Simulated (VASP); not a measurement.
Write the native input for VASP 6.6.1 that does the following.

```
Task                   : relaxation of cell and atoms
Functional             : LDA
Potentials or basis    : VASP PAW LDA potentials, release 64 (Li_sv)
Cutoff                 : 600 eV
k mesh                 : 12 × 12 × 12
Occupations            : fermi-dirac, width 0.1 eV
Spin                   : no spin polarisation
Dipole correction      : no
Further INCAR settings : ALGO = Normal; EDIFF = 1e-06; IBRION = 2; EDIFFG = -0.01; NSW = 80; ISIF = 3
```

The structure of Li lies in POSCAR:

```
Li
1.0
    0.0000000000      2.2107204702      2.2107204702
    2.2107204702      0.0000000000      2.2107204702
    2.2107204702      2.2107204702      0.0000000000
Li
1
Direct
    0.0000000000      0.0000000000      0.0000000000
```

The input as run:

INCAR

```
ALGO     = Normal         # electronic algorithm
EDIFF    = 1E-6           # SCF threshold, eV
EDIFFG   = -0.01          # ionic threshold
ENCUT    = 600            # plane-wave cutoff, eV
GGA      = CA             # functional
IBRION   = 2              # ionic algorithm
ISIF     = 3              # what is computed and relaxed
ISMEAR   = -1             # smearing method
LASPH    = T              # aspherical terms in the spheres
LCHARG   = F              # write CHGCAR
LREAL    = F              # projectors in reciprocal space
LWAVE    = F              # write WAVECAR
NELM     = 80             # most SCF steps
NSW      = 80             # ionic steps
PREC     = Accurate       # precision mode
SIGMA    = 0.1            # smearing width, eV
```

KPOINTS

```
k-points
0
Gamma
  12 12 12
```

Potentials or basis: VASP PAW LDA potentials, release 64 (Li_sv).

Launch:

```console
$ cat potpaw_LDA.64/Li_sv/POTCAR > POTCAR
$ mpirun -np 1 vasp_std > vasp.out
```

It gave:

```yaml
Relaxed_volume: 18.67 Å³/atom
Relaxed_cell: a = 2.978 Å, b = 2.978 Å, c = 2.978 Å, α = 60.00°, β = 60.00°, γ = 60.00°
Space_group_after_relaxing_to_0.05_Å: Fm-3m (No. 225)
Energy_gained_by_relaxing: 17.3 meV/atom
Ionic_steps: 6
Pressure_after_relaxing: 0.0 GPa
```

Caveat: the cutoff is under 1.25 times the usual one of these potentials, so pressure, stress and relaxed cells hold a basis-set (Pulay) error.

Wall time 46 s on 1 thread of Intel(R) Xeon(R) Platinum 8259CL CPU @ 2.50GHz (Skylake/Cascade Lake), with other jobs on the host, peak memory 0.13 GiB.
